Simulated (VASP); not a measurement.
A run of VASP 6.6.1 is set up as follows.

Contents of INCAR:

```
SYSTEM = B5O
PREC = Accurate
ENCUT = 520
EDIFF = 1E-7
ISMEAR = 0
SIGMA = 0.1
LREAL = .False.
LASPH = .True.
NELM = 100
ALGO = Normal
ISIF = 2
LWAVE = .False.
LCHARG = .False.
GGA = PE
NBANDS = 20
```

File KPOINTS:

```
regular mesh
0
Gamma
  12 12 6
  0 0 0
```

The input POSCAR:

```
B5O
1.0
    2.9102828131      0.0000000000      0.0000000000
   -1.4551414066      2.5203788484      0.0000000000
    0.0000000000      0.0000000000      5.8424278485
B O
5 1
Direct
    0.3333333333      0.6666666667      0.7172181530
    0.3333333333      0.6666666667      0.2827818470
    0.6666666667      0.3333333333      0.2827818470
    0.6666666667      0.3333333333      0.7172181530
    0.0000000000      0.0000000000      0.5000000000
    0.0000000000      0.0000000000      0.0000000000
```

Potentials or basis: VASP PAW PBE potentials, release 64 (B, O).

The run is started by

```sh
$ cat potpaw_PBE.64/B/POTCAR potpaw_PBE.64/O/POTCAR > POTCAR
$ mpirun -np 1 vasp_std > vasp.out
```

(1) Estimate the largest force.

(2) Predict the pressure.

Answers

(1) 0.003 eV/Å.

(2) 0.0 GPa.

Caveat: an odd number of electrons without spin polarisation forces a metal; a magnetic or distorted state may lie lower.
